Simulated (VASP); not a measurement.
A run of VASP 6.6.1:

The input INCAR:

```
SYSTEM = LaS
PREC     = Accurate       ! precision mode
ENCUT    = 600            ! plane-wave cutoff, eV
EDIFF    = 1E-6           ! SCF threshold, eV
ISMEAR   = 0              ! smearing method
SIGMA    = 0.1            ! smearing width, eV
LREAL    = .False.        ! projectors in reciprocal space
LASPH    = .True.         ! aspherical terms in the spheres
NELM     = 100            ! most SCF steps
ALGO     = Normal         ! electronic algorithm
ISIF     = 3              ! what is computed and relaxed
LWAVE    = .False.        ! write WAVECAR
LCHARG   = .False.        ! write CHGCAR
GGA      = PS             ! functional
IBRION   = 2              ! ionic algorithm
NSW      = 100            ! ionic steps
EDIFFG   = -0.005         ! ionic threshold
```

KPOINTS

```
Automatic mesh
0
Gamma
  12 12 12
  0 0 0
```

File POSCAR:

```
LaS
1.0
    0.0000000000      2.9210009391      2.9210009391
    2.9210009391      0.0000000000      2.9210009391
    2.9210009391      2.9210009391      0.0000000000
La S
1 1
Direct
    0.5000000000      0.5000000000      0.5000000000
    0.0000000000      0.0000000000      0.0000000000
```

Potentials or basis: VASP PAW PBE potentials, release 64 (La, S).

Command:

```sh
$ cat potpaw_PBE.64/La/POTCAR potpaw_PBE.64/S/POTCAR > POTCAR
$ mpirun -np 1 vasp_std > vasp.out
```

Hardware: 1 thread of Intel(R) Xeon(R) Platinum 8488C (Sapphire Rapids), on a shared host.

Task: Estimate the wall time of this run.

Result: Wall time 2.9 min on 1 thread of Intel(R) Xeon(R) Platinum 8488C (Sapphire Rapids) (shared host), peak memory 0.27 GiB. Counts: scf iterations 32, k points 72, ion steps 3.
